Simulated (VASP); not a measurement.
# Mo (Im-3m) in VASP: notebook

Aim: see how the results for Mo move with the level of theory and the settings. Levels: PBE, PBEsol, RPBE, BLYP, PBE+D3(BJ). Tasks: relaxation of cell and atoms.

Program: VASP 6.6.1. These are calculated values, not measurements. Logs are shortened: lines on timing, memory, paths and dates and some standing lists are left out, and cuts for length are marked.

### Step 1. The cell of the first run

It takes space group Im-3m (No. 229, cubic). Conventional cell: a = 3.168 Å, b = 3.168 Å, c = 3.168 Å, α = 90.00°, β = 90.00°, γ = 90.00°. Mo (site symmetry m-3m) has 14 Mo at 2.74 to 3.17 Å within 3.6 Å.

### Step 2. Relaxation of cell and atoms, PBE

Input file INCAR:

```
PREC = Accurate
ENCUT = 600
EDIFF = 1E-6
ISMEAR = -1
SIGMA = 0.05
LREAL = False
LASPH = True
NELM = 100
ALGO = Normal
ISIF = 3
LWAVE = False
LCHARG = False
GGA = PE
IBRION = 2
NSW = 60
EDIFFG = -0.01
```

Input file KPOINTS:

```
regular mesh
0
Gamma
  12 12 12
```

Input file POSCAR:

```
Mo
1.0
   -1.5838089719      1.5838089719      1.5838089719
    1.5838089719     -1.5838089719      1.5838089719
    1.5838089719      1.5838089719     -1.5838089719
Mo
1
Direct
    0.0000000000      0.0000000000      0.0000000000
```

Potentials or basis: VASP PAW PBE potentials, release 64 (Mo_sv).

The run is started by

```bash
cat potpaw_PBE.64/Mo_sv/POTCAR > POTCAR
mpirun -np 1 vasp_std > vasp.out
```

OUTCAR:

```text
PREC = Accurate
   ENCUT = 600
   EDIFF = 1E-6
   ISMEAR = -1
   LREAL = False
   LASPH = True
   NELM = 100
   ISIF = 3
   GGA = PE
   IBRION = 2
   NSW = 60
   EDIFFG = -0.01

 ion  position               nearest neighbor table
   1  0.000  0.000  0.000-

  LATTYP: Found a body centered cubic cell.
 ALAT       =     3.1676179438

  Lattice vectors:

 A1 = (  -1.5838089719,   1.5838089719,   1.5838089719)
 A2 = (   1.5838089719,  -1.5838089719,   1.5838089719)
 A3 = (   1.5838089719,   1.5838089719,  -1.5838089719)

Analysis of symmetry for initial positions (statically):
=====================================================================
 Subroutine PRICEL returns:
 Original cell was already a primitive cell.

 Routine SETGRP: Setting up the symmetry group for a
 body centered cubic supercell.

 Subroutine GETGRP returns: Found 48 space group operations
 (whereof 48 operations were pure point group operations)
 out of a pool of 48 trial point group operations.

The static configuration has the point symmetry O_h .

Analysis of symmetry for dynamics (positions and initial velocities):
=====================================================================
 Subroutine PRICEL returns:
 Original cell was already a primitive cell.

 Routine SETGRP: Setting up the symmetry group for a
 body centered cubic supercell.

 Subroutine GETGRP returns: Found 48 space group operations
 (whereof 48 operations were pure point group operations)
 out of a pool of 48 trial point group operations.

The dynamic configuration has the point symmetry O_h .

 Subroutine INISYM returns: Found 48 space group operations
 (whereof 48 operations are pure point group operations),
 and found     1 'primitive' translations

----------------------------------------------------------------------------------------

                                     Primitive cell

  volume of cell :      15.8916

  direct lattice vectors                    reciprocal lattice vectors
    -1.583808972  1.583808972  1.583808972     0.000000000  0.315694638  0.315694638
     1.583808972 -1.583808972  1.583808972     0.315694638  0.000000000  0.315694638
     1.583808972  1.583808972 -1.583808972     0.315694638  0.315694638  0.000000000

  length of vectors
     2.743237609  2.743237609  2.743237609     0.446459639  0.446459639  0.446459639

  position of ions in fractional coordinates (direct lattice)
     0.000000000  0.000000000  0.000000000

  ion indices of the primitive-cell ions
   primitive index   ion index
                 1           1

----------------------------------------------------------------------------------------

 KPOINTS: regular mesh

Automatic generation of k-mesh.
 Grid dimensions read from file:
 generate k-points for:   12   12   12

 Generating k-lattice:

  Cartesian coordinates                     Fractional coordinates (reciprocal lattice)
     0.000000000  0.026307886  0.026307886     0.083333333  0.000000000  0.000000000
     0.026307886  0.000000000  0.026307886     0.000000000  0.083333333  0.000000000
     0.026307886  0.026307886  0.000000000     0.000000000  0.000000000  0.083333333

  Length of vectors
     0.037204970  0.037204970  0.037204970

  Shift w.r.t. Gamma in fractional coordinates (k-lattice)
     0.000000000  0.000000000  0.000000000

 Subroutine IBZKPT returns following result:
 ===========================================

 Found     72 irreducible k-points:

 Following reciprocal coordinates:
            Coordinates               Weight
  0.000000  0.000000  0.000000      1.000000
  0.083333  0.000000  0.000000     12.000000
  0.166667  0.000000  0.000000     12.000000
  0.250000  0.000000  0.000000     12.000000
  0.333333  0.000000  0.000000     12.000000
  0.416667  0.000000  0.000000     12.000000
[... 16 lines left out ...]
  0.333333  0.083333  0.083333     24.000000
  0.416667  0.083333  0.083333     12.000000
 [... further k-points ...]
   k-points           NKPTS =     72   k-points in BZ     NKDIM =     72   number of bands    NBANDS=     11
   number of dos      NEDOS =    301   number of ions     NIONS =      1
   total plane-waves  NPLWV =  13824
   dimension x,y,z NGX =    24 NGY =   24 NGZ =   24
   dimension x,y,z NGXF=    48 NGYF=   48 NGZF=   48
   ions per type =               1
   NGX,Y,Z   is equivalent  to a cutoff of  14.54, 14.54, 14.54 a.u.
   NGXF,Y,Z  is equivalent  to a cutoff of  29.09, 29.09, 29.09 a.u.
 SYSTEM =  unknown system
   PREC   = accura    normal or accurate (medium, high low for compatibility)
   ISTART =      0    job   : 0-new  1-cont  2-samecut
   ICHARG =      2    charge: 1-file 2-atom 10-const
   ISPIN  =      1    spin polarized calculation?
   LNONCOLLINEAR =      F non collinear calculations
   LSORBIT =      F    spin-orbit coupling
   LASPH  =      T    aspherical Exc in radial PAW
   ENCUT  =  600.0 eV  44.10 Ry    6.64 a.u.   5.48  5.48  5.48*2*pi/ulx,y,z
   NELM   =    100;   NELMIN=  2; NELMDL= -5     # of ELM steps
   EDIFF  = 0.1E-05   stopping-criterion for ELM
   LREAL  =      F    real-space projection
   EDIFFG = -.1E-01   stopping-criterion for IOM
   NSW    =     60    number of steps for IOM
   IBRION =      2    ionic relax: 0-MD 1-quasi-New 2-CG
   NFREE  =      1    steps in history (QN), initial steepest desc. (CG)
   ISIF   =      3    stress and relaxation
   ISYM   =      2    0-nonsym 1-usesym 2-fastsym
   POTIM  = 0.5000    time-step for ionic-motion
   TEBEG  =    0.0;   TEEND  =   0.0 temperature during run
   PSTRESS=    0.0 pullay stress
   NELECT =      14.0000    total number of electrons
   NUPDOWN=      -1.0000    fix difference up-down
   EMIN   =  10.00;   EMAX   =-10.00  energy-range for DOS
   EFERMI =   0.00;   METHOD = LEGACY
   ISMEAR =    -1;   SIGMA  =   0.05  broadening in eV -4-tet -1-fermi 0-gaus
   EFERMI_NEDOS =   21; number of points for ismear=-14 and -15
   IALGO  =     38    algorithm
   IMIX   =      4    mixing-type and parameters
     AMIX     =   0.40;   BMIX     =  1.00
     AMIX_MAG =   1.60;   BMIX_MAG =  1.00
  volume/ion in A,a.u.               =      15.89       107.24
  Fermi-wavevector in a.u.,A,eV,Ry     =   1.569380  2.965698 33.510508  2.462953
  Thomas-Fermi vector in A             =   2.671271
   LORBIT       =      0    0 simple, 1 ext, 2 COOP (PROOUT), +10 PAW based schemes
   GGA     = PE    functional components
   LHFCALC =     F    Hartree Fock is set to
   AEXX    =    0.0000 exact exchange contribution
   IVDW    =     0    specifies the selected vdW correction
   LEPSILON=     F    determine dielectric tensor
   LRPA    =     F    only Hartree local field effects (RPA)
 conjugate gradient relaxation of ions
 non-spin polarized calculation
  energy-cutoff  :      600.00
  volume of cell :       15.89
 maximum number of plane-waves:       555
 NGX is ok and might be reduce to    24
   NGX = 11   NGY = 11   NGZ = 11

--------------------------------------- Ionic step        1  -------------------------------------------

 number of electron      14.0000002 magnetization

 Free energy of the ion-electron system (eV)
  ---------------------------------------------------
  ext. energy  EPLUGINS =         0.00000000
  ---------------------------------------------------
  free energy    TOTEN  =       -10.95129809 eV

  energy without entropy =      -10.94873641  energy(sigma->0) =      -10.95001725

------------------------ aborting loop because EDIFF is reached ----------------------------------------

  FORCE on cell =-STRESS in cart. coord.  units (eV):
  Direction    XX          YY          ZZ          XY          YZ          ZX
  --------------------------------------------------------------------------------------
  -------------------------------------------------------------------------------------
  Total       -0.1441731     -0.1441731     -0.1441731      0.0000000     -0.0000000     -0.0000000
  in kB      -14.5353799    -14.5353799    -14.5353799      0.0000000     -0.0000000     -0.0000000
  external PRESSURE =     -14.5353799 kB  Pullay stress =       0.0000000 kB
[... 55 lines left out ...]
  energy  without entropy=      -10.9462197804  energy(sigma->0) =      -10.94743505

--------------------------------------- Ionic step        3  -------------------------------------------

 number of electron      14.0000002 magnetization

 Free energy of the ion-electron system (eV)
  ---------------------------------------------------
  ext. energy  EPLUGINS =         0.00000000
  ---------------------------------------------------
  free energy    TOTEN  =       -10.95171041 eV

  energy without entropy =      -10.94918011  energy(sigma->0) =      -10.95044526

 E-fermi :  12.3737     XC(G=0): -13.3288

 val. band max:       12.3691310375   @ k =   0.5000   0.5000   0.0833
 cond. band min:      12.4231568027   @ k =  -0.3333   0.3333   0.2500
 fundamental gap:      0.0540257652
 Fermi energy:        12.3737064550

 k-point     1 :       0.0000    0.0000    0.0000
  band No.  band energies     occupation
      1     -48.8593      2.00000
      2     -22.1509      2.00000
      3     -22.1509      2.00000
      4     -22.1509      2.00000
      5       5.2199      2.00000
      6      11.0771      2.00000
      7      11.0771      2.00000
      8      11.0771      2.00000
      9      14.0619      0.00000
     10      14.0619      0.00000
     11      27.2349      0.00000
[... 309 lines left out ...]
 k-point    24 :       0.4167    0.0833    0.0833
  band No.  band energies     occupation
      1     -48.6009      2.00000
      2     -23.4147      2.00000
      3     -22.6468      2.00000
      4     -22.2521      2.00000
      5       7.7299      2.00000
      6       9.0620      2.00000
      7      12.7208      0.00193
      8      14.2461      0.00000
      9      14.7346      0.00000
     10      18.6979      0.00000
     11      23.3358      0.00000

 [... further k-points ...]

------------------------ aborting loop because EDIFF is reached ----------------------------------------

  FORCE on cell =-STRESS in cart. coord.  units (eV):
  Direction    XX          YY          ZZ          XY          YZ          ZX
  --------------------------------------------------------------------------------------
  -------------------------------------------------------------------------------------
  Total        0.0002529      0.0002529      0.0002529      0.0000000      0.0000000     -0.0000000
  in kB        0.0256416      0.0256416      0.0256416      0.0000000      0.0000000     -0.0000000
  external PRESSURE =       0.0256416 kB  Pullay stress =       0.0000000 kB
[... 16 lines left out ...]
  FREE ENERGIE OF THE ION-ELECTRON SYSTEM (eV)
  ---------------------------------------------------
  free  energy   TOTEN  =       -10.9517104113 eV

  energy  without entropy=      -10.9491801097  energy(sigma->0) =      -10.95044526

 reached required accuracy - stopping structural energy minimisation
```

Run time: 19 s. Hardware: 1 thread of Intel Xeon 8259CL, shared host; peak memory 0.16 GiB.

Results:

* Free energy: -10.9517 eV
* Relaxed volume: 15.80 Å³/atom
* Relaxed cell: a = 2.738 Å, b = 2.738 Å, c = 2.738 Å, α = 109.47°, β = 109.47°, γ = 109.47°
* Space group after relaxing (to 0.1 Å): Im-3m (No. 229)
* Energy gained by relaxing: 0.4 meV/atom
* Ionic steps: 3
* Pressure after relaxing: 0.0 GPa
* Band gap on the k mesh: zero (bands 7 and 8 overlap by 5.26 eV)

Step by step:
```tsv
step	energy change (eV)	largest force (eV/Å)	pressure (GPa)	volume (Å³)
1	0.0000	0.0000	-1.45	15.89
2	0.0026	0.0000	4.16	15.56
3	-0.0004	0.0000	0.00	15.80
```

Final structure:
```cif
data_structure
_symmetry_space_group_name_H-M 'P 1'
_symmetry_Int_Tables_number 1
_cell_length_a 2.7381
_cell_length_b 2.7381
_cell_length_c 2.7381
_cell_angle_alpha 109.471
_cell_angle_beta 109.471
_cell_angle_gamma 109.471
_cell_volume 15.80
loop_
_atom_site_label
_atom_site_type_symbol
_atom_site_fract_x
_atom_site_fract_y
_atom_site_fract_z
_atom_site_occupancy
Mo1 Mo 0.00000 0.00000 0.00000 1
```

### Step 3. Relaxation of cell and atoms, PBEsol

Input file INCAR:

```
SYSTEM = Mo
PREC = Accurate
ENCUT = 600
EDIFF = 1E-6
ISMEAR = -1
SIGMA = 0.05
LREAL = .False.
LASPH = .True.
NELM = 60
ALGO = Normal
ISIF = 3
LWAVE = .False.
LCHARG = .False.
GGA = PS
IBRION = 2
NSW = 60
EDIFFG = -0.01
```

Input file KPOINTS:

```
Automatic mesh
0
Gamma
  12 12 12
  0 0 0
```

POSCAR is that of step 2.

Potentials or basis: VASP PAW PBE potentials, release 64 (Mo_sv).

The run is started by

```bash
cat potpaw_PBE.64/Mo_sv/POTCAR > POTCAR
mpirun -np 1 vasp_std > vasp.out
```

Wall time 28 s (1 thread of Intel Xeon 8259CL, shared host); peak memory 0.16 GiB.

The run converged. Its results:

* Free energy: -11.7953 eV
* Relaxed volume: 15.35 Å³/atom
* Relaxed cell: a = 2.712 Å, b = 2.712 Å, c = 2.712 Å, α = 109.47°, β = 109.47°, γ = 109.47°
* Space group after relaxing (to 0.1 Å): Im-3m (No. 229)
* Energy gained by relaxing: 16.3 meV/atom
* Ionic steps: 4
* Pressure after relaxing: -0.1 GPa
* Band gap on the k mesh: zero (bands 7 and 8 overlap by 5.52 eV)

The path:
| step | energy change (eV) | largest force (eV/Å) | pressure (GPa) | volume (Å³) |
| --- | --- | --- | --- | --- |
| 1 | 0.0000 | 0.0000 | -9.23 | 15.89 |
| 2 | 0.1322 | 0.0000 | 35.36 | 13.88 |
| 3 | -0.0163 | 0.0000 | -0.39 | 15.37 |
| 4 | -0.0163 | 0.0000 | -0.07 | 15.35 |

Final structure:
```yaml
crystal:
  lattice:
    - [-1.56554, 1.56554, 1.56554]
    - [1.56554, -1.56554, 1.56554]
    - [1.56554, 1.56554, -1.56554]
  atoms:
    - { symbol: Mo, position: [0.00000, 0.00000, 0.00000] }
```

Levels at points of the mesh, in eV from the Fermi level:
| k point | band 4 | band 5 | band 6 | band 7 | band 8 | band 9 | band 10 | band 11 |
| --- | --- | --- | --- | --- | --- | --- | --- | --- |
| (0.00, 0.00, 0.00) | -34.38 | -7.28 | -1.34 | -1.34 | -1.34 | 1.74 | 1.74 | 14.90 |
| (0.50, 0.00, 0.00) | -34.39 | -5.40 | -3.44 | 1.74 | 1.79 | 2.43 | 4.97 | 12.03 |
| (0.50, 0.50, 0.50) | -35.41 | -5.55 | -5.55 | 4.18 | 4.18 | 4.18 | 9.23 | 9.23 |

Caveat: the PAW data sets were made with another functional, which shifts forces and pressure a little.

[end of part 1 of 2]
